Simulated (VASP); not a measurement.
Here is a VASP 6.6.1 calculation.

The input INCAR:

```
SYSTEM = CaO
PREC = Accurate
ENCUT = 520
EDIFF = 1E-6
ISMEAR = 0
SIGMA = 0.01
LREAL = .False.
LASPH = .True.
NELM = 60
ALGO = Normal
ISIF = 2
LWAVE = .False.
LCHARG = .False.
GGA = PE
NBANDS = 15
```

File KPOINTS:

```
Automatic mesh
0
Gamma
  8 8 8
  0 0 0
```

POSCAR

```
CaO
1.0
    0.0000000000      2.6472778057      2.6472778057
    2.6472778057      0.0000000000      2.6472778057
    2.6472778057      2.6472778057      0.0000000000
Ca O
1 1
Direct
    0.0000000000      0.0000000000      0.0000000000
    0.2500000000      0.2500000000      0.2500000000
```

Potentials or basis: VASP PAW PBE potentials, release 64 (Ca_sv, O).

The run is started by

```console
$ cat potpaw_PBE.64/Ca_sv/POTCAR potpaw_PBE.64/O/POTCAR > POTCAR
$ mpirun -np 1 vasp_std > vasp.out
```

(1) Predict the pressure.

(2) Estimate the band gap on the k mesh.

Answers

(1) -1.7 GPa.

(2) 3.17 eV, indirect (least direct gap 3.71 eV).
